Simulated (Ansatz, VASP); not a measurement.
## One calculation of Al6W, two programs

```xyz
7
Lattice="5.6150 0.0000 0.0000 0.0000 5.6150 0.0000 0.0000 0.0000 3.7761" Properties=species:S:1:pos:R:3 pbc="T T T"
Al    1.4409    1.4409    0.0000
Al    4.1741    4.1741    0.0000
Al    4.1741    1.4409    0.0000
Al    1.4409    4.1741    0.0000
Al    2.8075    0.0000    1.8880
Al    0.0000    2.8075    1.8880
W     0.0000    0.0000    1.8880
```

Alike in both runs: task single point; functional PBE; k mesh 4 × 4 × 4; occupations gaussian, width 0.1 eV; no spin polarisation.

|  | VASP | Ansatz |
| --- | --- | --- |
| version | VASP 6.6.1 | Ansatz 0.2.0 |
| potentials or method | VASP PAW PBE potentials, release 64 (Al, W_sv), cutoff 500 eV | scalar-relativistic, plane waves, PAW |
| valence electrons in the cell | 32 | 32 |

Ansatz gave:

```
gap on the k mesh at the Fermi level (eV)                     : none
pressure (GPa)                                                : 0.0
traceless stress, the component that is largest in VASP (GPa) : -0.32
rms of the force components (eV/Å)                            : 0.044
```

Question: Estimate VASP's values.

Answer: gap on the k mesh at the Fermi level (eV): none; pressure (GPa): 0.0; traceless stress, the component that is largest in VASP (GPa): -0.29; rms of the force components (eV/Å): 0.045.

Atom by atom the forces differ by 0.001 eV/Å (rms over components). A gap of «none» marks a metal or a gap that the smearing closes.

The k mesh is coarse, so the values compare programs but aren't converged. Neither program's run includes spin-orbit coupling.
